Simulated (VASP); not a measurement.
Wanted: the native input for a VASP 6.6.1 run.

| Quantity | Value |
| --- | --- |
| Task | single point |
| Functional | PBE |
| Potentials or basis | VASP PAW PBE potentials, release 64 (Zr_sv, Ti_sv, C) |
| Cutoff | 520 eV |
| k mesh | 4 × 4 × 4 |
| Occupations | gaussian, width 0.1 eV |
| Spin | no spin polarisation |
| Dipole correction | no |
| Further INCAR settings | ALGO = Normal; EDIFF = 1e-07; NBANDS = 37 |

The structure of ZrTi3C2 lies in POSCAR:

```
ZrTi3C2
1.0
    4.2442807400      0.0000000000      0.0000000000
    0.0000000000      4.2442807400      0.0000000000
    0.0000000000      0.0000000000      5.8249648800
Zr Ti C
1 3 2
Direct
    0.0000000000      0.0000000000      0.5557293400
    0.0000000000      0.5000000000      0.9535744400
    0.5000000000      0.0000000000      0.9535744400
    0.5000000000      0.5000000000      0.1653870800
    0.0000000000      0.0000000000      0.9419887600
    0.5000000000      0.5000000000      0.4501083400
```

The cell was generated, and may not be a known phase.

One way to write it, as run:

INCAR

```
SYSTEM = ZrTi3C2
PREC = Accurate
ENCUT = 520
EDIFF = 1E-7
ISMEAR = 0
SIGMA = 0.1
LREAL = .FALSE.
LASPH = .TRUE.
NELM = 100
ALGO = Normal
ISIF = 2
LWAVE = .FALSE.
LCHARG = .FALSE.
GGA = PE
NBANDS = 37
```

KPOINTS

```
Automatic mesh
0
G
  4 4 4
  0 0 0
```

Potentials or basis: VASP PAW PBE potentials, release 64 (Zr_sv, Ti_sv, C).

Launch:

```bash
$ cat potpaw_PBE.64/Zr_sv/POTCAR potpaw_PBE.64/Ti_sv/POTCAR potpaw_PBE.64/C/POTCAR > POTCAR
$ mpirun -np 1 vasp_std > vasp.out
```

Results of the run:

```
Pressure               : 1.3 GPa
Largest force          : 7.762 eV/Å
Band gap on the k mesh : zero (bands 28 and 29 overlap by 0.42 eV)
```

Caveat: the k points lie up to 0.37 Å⁻¹ apart; forces of over 1 eV/Å act on the atoms, so gaps and moduli don't describe the material at rest.

Wall time 2.2 min on 1 thread of Intel Xeon 8259CL (shared host), peak memory 0.24 GiB.
